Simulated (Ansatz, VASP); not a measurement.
## Two plane-wave programs on BN

```xyz
4
Lattice="2.3496 0.0000 0.0000 -1.1748 2.0348 0.0000 0.0000 0.0000 4.0578" Properties=species:S:1:pos:R:3 pbc="T T T"
B     1.1748    0.6783    4.0567
B     0.0000    1.3566    2.0278
N     1.1748    0.6783    2.5372
N     0.0000    1.3566    0.5083
```

Change from the starting cell: strain -0.080 along x and y, -0.040 along z, atoms carried along.

Alike in both runs: task single point; functional PBE; k mesh 12 × 12 × 6; occupations gaussian, width 0.05 eV; no spin polarisation.

|  | VASP | Ansatz |
| --- | --- | --- |
| version | VASP 6.6.1 | Ansatz 0.2.0 |
| potentials or method | VASP PAW PBE potentials, release 64 (B, N), cutoff 520 eV | scalar-relativistic, plane waves, PAW |
| valence electrons in the cell | 16 | 16 |

```csv
,VASP,Ansatz,Ansatz less VASP
gap on the k mesh at the Fermi level (eV),4.55,4.58,+0.028
least direct gap on the mesh (eV),8.10,8.11,+0.014
pressure (GPa),114.5,113.6,-0.91
"traceless stress, the component that is largest in VASP (GPa)",-43.58,-43.38,+0.206
rms of the force components (eV/Å),0.386,0.382,-0.0042
```

Atom by atom the forces differ by 0.004 eV/Å (rms over components). Both programs put the cell under a high pressure, so it lies far from rest at this level. With one functional, cell and mesh, what is left measures potentials, basis and numerics.

Noted on VASP's run: the cell as given lies far from equilibrium.
